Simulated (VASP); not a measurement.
The system is MnO.

```
Mn O
1.0
     0.00000    2.22391    2.22391
     2.22391    0.00000    2.22391
     2.22391    2.22391    0.00000
Mn O
1 1
Direct
  0.00000 0.00000 0.00000
  0.50000 0.50000 0.50000
```

Base run:

```yaml
Program: VASP 6.6.1
Functional: LDA
Potentials_or_basis: VASP PAW LDA potentials, release 64 (Mn_pv, O)
Cutoff: 520 eV
k_mesh: 10 × 10 × 10
Occupations: fermi-dirac, width 0.05 eV
Spin: collinear spin, ferromagnetic start
Starting_moments: "[4.0, 0.0] μB"
```

Its results: pressure -17.8 GPa; net moment 4.52 μB per cell; site moments Mn +4.11; O +0.18 μB.

**Question.** After a change of settings the same cell gave: pressure -15.1 GPa; net moment 4.67 μB per cell; site moments Mn +4.22; O +0.21 μB. Which change was it?
A. functional from LDA to revPBE; potentials or basis from VASP PAW LDA potentials, release 64 (Mn_pv, O) to VASP PAW PBE potentials, release 64 (Mn_pv, O)
B. k mesh from 10 × 10 × 10 to 6 × 6 × 6
C. functional from LDA to BLYP; potentials or basis from VASP PAW LDA potentials, release 64 (Mn_pv, O) to VASP PAW PBE potentials, release 64 (Mn_pv, O)

**Answer.** B.

Caveats: some runs use coarse meshes; a cell with one magnetic atom can't hold antiferromagnetic order, which such compounds often take.
